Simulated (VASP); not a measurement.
HfB2, 3 atoms in the cell. The structure is hexagonal, space group P6/mmm (No. 191). Conventional cell: a = 3.140 Å, b = 3.140 Å, c = 3.480 Å, α = 90.00°, β = 90.00°, γ = 120.00°. Hf (site symmetry 6/mmm) has 12 B at 2.51 Å and 6 Hf at 3.14 Å within 3.3 Å. Within 2.4 Å of B (site symmetry -6m2) lie 3 B at 1.81 Å. 

- Program: VASP 6.6.1
- Task: density of states
- Functional: PBEsol
- Potentials or basis: VASP PAW PBE potentials, release 64 (Hf_pv, B)
- Cutoff: 520 eV
- k mesh: 10 × 10 × 8
- Occupations: fermi-dirac, width 0.05 eV
- Spin: no spin polarisation
- Hubbard terms: Hf d U = 3.0 eV
- Dipole correction: no
- k mesh for the DOS: 15 × 15 × 12
- Occupations for the DOS: tetrahedron
- Further INCAR settings: ALGO = Normal; EDIFF = 1e-06

Potentials or basis: VASP PAW PBE potentials, release 64 (Hf_pv, B).

The run is started by

```console
$ cat potpaw_PBE.64/Hf_pv/POTCAR potpaw_PBE.64/B/POTCAR > POTCAR
$ cp INCAR.step1 INCAR
$ cp KPOINTS.step1 KPOINTS
$ mpirun -np 1 vasp_std > vasp.out
$ cp INCAR.step2 INCAR
$ cp KPOINTS.step2 KPOINTS
$ mpirun -np 1 vasp_std > vasp.out
```

Hardware: 1 thread of Intel(R) Xeon(R) Platinum 8259CL CPU @ 2.50GHz (Skylake/Cascade Lake), on a shared host.

Task: How long does it take, and how much memory?

Result: It took 61 s on 1 thread of Intel(R) Xeon(R) Platinum 8259CL CPU @ 2.50GHz (Skylake/Cascade Lake) (shared host), peak memory 0.2 GiB. Counts: k points 189.
